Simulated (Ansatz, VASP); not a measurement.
Given: the input of a run of Ansatz 0.2.0 on Mn3Si.

Contents of input.yaml:

```yaml
crystal:
  lattice:
    - [2.8459443296, 0.0, 0.0]
    - [0.0, 2.8459443296, 0.0]
    - [0.0, 0.0, 5.7958198333]
  atoms:
    - { symbol: Mn, position: [0.5, 0.5, 0.0], spin: 4.0 }
    - { symbol: Mn, position: [0.0, 0.0, 0.253449], spin: 4.0 }
    - { symbol: Mn, position: [0.0, 0.0, 0.746551], spin: 4.0 }
    - { symbol: Si, position: [0.5, 0.5, 0.5] }
kpoints:
  mp_grid: { grid: [10, 10, 5] }
scf:
  occupations: { method: fermi_dirac, width: 0.05 }
hamiltonian:
  xc: pbesol
  pseudopotentials: { kind: all_electron, lapw: { basis_error: 0.001 } }
magnetization:
  spin_polarized: true
output:
  forces: true
  stress: true
  eigenvalues: true
```

Potentials or basis: all-electron LAPW, scalar-relativistic.

Launch:

```sh
$ ansatz run input.yaml --threads 4 --pin off --max-ram 12288MiB --backend cpu --events-out ev --progress --plain --runs-dir out
```

**Question.** Translate it to VASP 6.6.1. Potentials there: VASP PAW PBE potentials, release 64 (Mn_pv, Si).

**Answer.** As run (the cutoff follows the program's own potentials):

The input INCAR:

```
SYSTEM = Mn3Si
PREC = Accurate
ENCUT = 520
EDIFF = 1E-6
ISMEAR = -1
SIGMA = 0.05
LREAL = .FALSE.
LASPH = .TRUE.
NELM = 150
ALGO = Normal
ISIF = 2
LWAVE = .FALSE.
LCHARG = .FALSE.
ISPIN = 2
MAGMOM = 4 4 4 0
LORBIT = 11
LMAXMIX = 4
GGA = PS
NBANDS = 34
```

File KPOINTS:

```
regular mesh
0
G
  10 10 5
  0 0 0
```

The input POSCAR:

```
Mn3Si
1.0
    2.8459443296      0.0000000000      0.0000000000
    0.0000000000      2.8459443296      0.0000000000
    0.0000000000      0.0000000000      5.7958198333
Mn Si
3 1
Direct
    0.5000000000      0.5000000000      0.0000000000
    0.0000000000      0.0000000000      0.2534490000
    0.0000000000      0.0000000000      0.7465510000
    0.5000000000      0.5000000000      0.5000000000
```

Potentials or basis: VASP PAW PBE potentials, release 64 (Mn_pv, Si).

Command:

```console
$ cat potpaw_PBE.64/Mn_pv/POTCAR potpaw_PBE.64/Si/POTCAR > POTCAR
$ mpirun -np 1 vasp_std > vasp.out
```

Both were run:

|  | VASP | Ansatz | Ansatz less VASP |
| --- | --- | --- | --- |
| gap on the k mesh at the Fermi level (eV) | none | none | - |
| pressure (GPa) | -18.7 | -19.1 | -0.31 |
| rms of the force components (eV/Å) | 0.061 | 0.057 | -0.0038 |
| net moment per atom (μB) | 0.29 | 0.29 | -0.001 |
| size of the moment on the site where the two differ most (μB) | 2.27 | 2.25 | -0.022 |

VASP's potentials were made for PBE, not for PBEsol. Site moments also hang on the region over which each program counts them. Atom by atom the forces differ by 0.004 eV/Å (rms over components). A gap of «none» marks a metal or a gap that the smearing closes. Ansatz ran all-electron here, and VASP with PAW potentials.
